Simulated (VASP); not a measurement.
**PbS (rocksalt type): relaxation of cell and atoms with PBE**

Crystal: PbS (rocksalt type).

```
Pb S
1.0
     0.00000    2.66581    2.66581
     2.66581    0.00000    2.66581
     2.66581    2.66581    0.00000
Pb S
1 1
Direct
  0.00000 0.00000 0.00000
  0.50000 0.50000 0.50000
```

```yaml
Program: VASP 6.6.1
Task: relaxation of cell and atoms
Functional: PBE
Potentials_or_basis: VASP PAW PBE potentials, release 64 (Pb_d, S)
Cutoff: 600 eV
k_mesh: 14 × 14 × 14
Occupations: fermi-dirac, width 0.1 eV
Spin: no spin polarisation
Target_pressure: 40 GPa
Dipole_correction: no
Further_INCAR_settings: ALGO = Normal; EDIFF = 1e-07; IBRION = 2; EDIFFG = -0.005; NSW = 32; ISIF = 3
```

| Item | Value |
| --- | --- |
| Pressure after relaxing | 40.0 GPa |
| Band gap on the k mesh | 0.13 eV |

Final structure:
```
CELL_PARAMETERS angstrom
0.00000 2.66581 2.66581
2.66581 0.00000 2.66581
2.66581 2.66581 0.00000
ATOMIC_POSITIONS crystal
Pb 0.00000 0.00000 0.00000
S 0.50000 0.50000 0.50000
```

Levels at points of the mesh, in eV from the valence-band top:
| k point | band 7 | band 8 | band 9 | band 10 | band 11 | band 12 | band 13 | band 14 |
| --- | --- | --- | --- | --- | --- | --- | --- | --- |
| (0.00, 0.00, 0.00) | -4.92 | -3.69 | -3.69 | -3.69 | 6.07 | 6.07 | 6.07 | 6.54 |
| (0.50, 0.00, 0.00) | -11.00 | -2.87 | -2.87 | -0.37 | 1.08 | 1.28 | 1.28 | 9.34 |
| (0.50, 0.50, 0.00) | -8.09 | -7.55 | -5.55 | -5.55 | 2.57 | 7.02 | 7.36 | 7.36 |

It took 82 s on 1 thread of AMD EPYC 7R13, on a shared host, peak memory 0.19 GiB.

Caveat: the relaxation stopped at its first step, so nothing moved; the cell is relaxed towards a set pressure, so the run minimises the enthalpy, not the energy; spin-orbit coupling is left out, which moves the levels of the heavy elements. A k mesh can miss the band edges.
